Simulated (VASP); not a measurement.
Runs of VASP 6.6.1 on Ti. The structure is that of space group Im-3m (No. 229), or close to it. The cells are those of the table. 

```tsv
cell	gap on the mesh (eV)	pressure (GPa)
a = 2.861 Å, angles 108.4, 110.0, 110.0°, 1 atom	none	-8.5
a = 2.847 Å, angles 109.2, 109.6, 109.6°, 1 atom	none	-7.3
a = 2.852 Å, angles 108.9, 109.7, 109.7°, 1 atom	none	(b)
a = 2.823 Å, angles 110.6, 108.9, 108.9°, 1 atom	none	(a)
a = 2.828 Å, angles 110.3, 109.1, 109.1°, 1 atom	none	-5.5
```

Alike in all rows: task single point; level PBEsol; potentials or basis VASP PAW PBE potentials, release 64 (Ti_sv); no spin polarisation; k mesh 20 × 20 × 20; cutoff (eV) 520; smearing gaussian 0.15 eV.

Question: Fill in the values left out.

Answer: (a) -5.0; (b) -7.7.

Caveats: the cell stands under tension; the PAW data sets were made with another functional, which shifts forces and pressure a little.

A gap of «none» marks levels without a gap at the run's occupations.
